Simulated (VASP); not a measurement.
Crystal: BP.

```
P B
1.0
     0.00000    2.26900    2.26900
     2.26900    0.00000    2.26900
     2.26900    2.26900    0.00000
P B
1 1
Direct
  0.75000 0.75000 0.75000
  0.00000 0.00000 0.00000
```

```yaml
Program: VASP 6.6.1
Task: relaxation of cell and atoms
Functional: BLYP
Dispersion: D3(BJ)
Potentials_or_basis: VASP PAW PBE potentials, release 64 (P, B)
Cutoff: 600 eV
k_mesh: 10 × 10 × 10
Occupations: fermi-dirac, width 0.05 eV
Spin: no spin polarisation
```

At the start: pressure -3.6 GPa; volume 11.68 Å³/atom.

Question: Where does the relaxation end?

Answer: Over 3 steps the energy falls by 3.0 meV/atom and the volume is 11.42 Å³/atom (-2.2 %); space group F-43m (No. 216, to 0.05 Å).

Step by step:
```
step  energy change (eV)  largest force (eV/Å)  pressure (GPa)  volume (Å³)
   1              0.0000                0.0000           -3.61        23.36
   2             -0.0030                0.0000            2.72        22.49
   3             -0.0060                0.0000            0.00        22.84
```

Final structure:
```
CELL_PARAMETERS angstrom
0.00000 2.25204 2.25204
2.25204 0.00000 2.25204
2.25204 2.25204 0.00000
ATOMIC_POSITIONS crystal
P 0.75000 0.75000 0.75000
B 0.00000 0.00000 0.00000
```

Caveat: the PAW data sets were made with another functional, which shifts forces and pressure a little.
